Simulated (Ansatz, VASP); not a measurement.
# Two plane-wave programs on Ca4Si3N

```
Ca Si N
1.0
     4.98469    0.00000    0.00000
     0.00000    4.98469    0.00000
     0.00000    0.00000    7.42091
Ca Si N
4 3 1
Direct
  0.50000 0.00000 0.97323
  0.50000 0.00000 0.45350
  0.00000 0.50000 0.97323
  0.00000 0.50000 0.45350
  0.50000 0.50000 0.72014
  0.00000 0.00000 0.19609
  0.00000 0.00000 0.73728
  0.50000 0.50000 0.49303
```

Change from the starting cell: species swapped into the Fe4Te3S type (P4mm, No. 99).

Alike in both runs: functional PBE; k mesh 6 × 6 × 4; occupations gaussian, width 0.1 eV; no spin polarisation.

Ansatz relaxed the structure, and its values are those at the end. VASP's run is a single point on that final structure, the one shown.

```csv
,VASP,Ansatz
version,VASP 6.6.1,Ansatz 0.2.0
potentials or method,"VASP PAW PBE potentials, release 64 (Ca_sv, Si, N), cutoff 520 eV","scalar-relativistic, plane waves, PAW"
valence electrons in the cell,57,57
```

|  | VASP | Ansatz | Ansatz less VASP |
| --- | --- | --- | --- |
| gap on the k mesh at the Fermi level (eV) | none | none | - |
| pressure (GPa) | 0.1 | 0.0 | -0.12 |
| rms of the force components (eV/Å) | 0.010 | 0.000 | -0.0091 |

A gap of «none» marks a metal or a gap that the smearing closes. With one functional, cell and mesh, what is left measures potentials, basis and numerics.
